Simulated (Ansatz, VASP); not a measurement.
**Two plane-wave programs on Ge**

Contents of INCAR:

```
ALGO = Fast ; EDIFF = 1E-6
ENCUT = 520 ; GGA = PE
ISIF = 2 ; ISMEAR = 0
LASPH = T ; LCHARG = F
LREAL = F ; LWAVE = F
NBANDS = 66 ; NELM = 100
PREC = Accurate ; SIGMA = 0.15
```

File KPOINTS:

```
k-points
0
Gamma
  15 15 4
```

File POSCAR:

```
Ge
1.0
    4.0933312841      0.0000000000      0.0000000000
   -2.0466656421      3.5449288781      0.0000000000
    0.0000000000      0.0000000000     13.1580134127
Ge
8
Direct
    0.0000000000      0.0000000000      0.4039628952
    0.0000000000      0.0000000000      0.5960371048
    0.0000000000      0.0000000000      0.9039628952
    0.0000000000      0.0000000000      0.0960371048
    0.3333333333      0.6666666667      0.3442031336
    0.6666666667      0.3333333333      0.6557968664
    0.6666666667      0.3333333333      0.8442031336
    0.3333333333      0.6666666667      0.1557968664
```

Input for Ansatz:

```yaml
crystal:
  lattice:
    - [4.0933312841, 0.0, 0.0]
    - [-2.0466656421, 3.5449288781, 0.0]
    - [0.0, 0.0, 13.1580134127]
  atoms:
    - { symbol: Ge, position: [0.0, 0.0, 0.4039628952] }
    - { symbol: Ge, position: [0.0, 0.0, 0.5960371048] }
    - { symbol: Ge, position: [0.0, 0.0, 0.9039628952] }
    - { symbol: Ge, position: [0.0, 0.0, 0.0960371048] }
    - { symbol: Ge, position: [0.3333333333, 0.6666666667, 0.3442031336] }
    - { symbol: Ge, position: [0.6666666667, 0.3333333333, 0.6557968664] }
    - { symbol: Ge, position: [0.6666666667, 0.3333333333, 0.8442031336] }
    - { symbol: Ge, position: [0.3333333333, 0.6666666667, 0.1557968664] }
basis:
  ecutwfc: 420
kpoints:
  mp_grid: { grid: [15, 15, 4] }
hamiltonian:
  xc: pbe
scf:
  occupations: { method: gaussian, width: 0.15 }
output:
  forces: true
  stress: true
  eigenvalues: true
```

Alike in both runs: task single point; functional PBE; k mesh 15 × 15 × 4; occupations gaussian, width 0.15 eV; no spin polarisation.

|  | VASP | Ansatz |
| --- | --- | --- |
| version | VASP 6.6.1 | Ansatz 0.2.0 |
| potentials or method | VASP PAW PBE potentials, release 64 (Ge_d), cutoff 520 eV | scalar-relativistic, plane waves, PAW |
| valence electrons in the cell | 112 | 112 |

|  | VASP | Ansatz | Ansatz less VASP |
| --- | --- | --- | --- |
| gap on the k mesh at the Fermi level (eV) | none | none | - |
| pressure (GPa) | 0.0 | 0.0 | +0.06 |
| traceless stress, the component that is largest in VASP (GPa) | 1.09 | 1.09 | -0.001 |
| rms of the force components (eV/Å) | 0.184 | 0.184 | -0.0004 |

Atom by atom the forces differ by 0.001 eV/Å (rms over components). A gap of «none» marks a metal or a gap that the smearing closes.
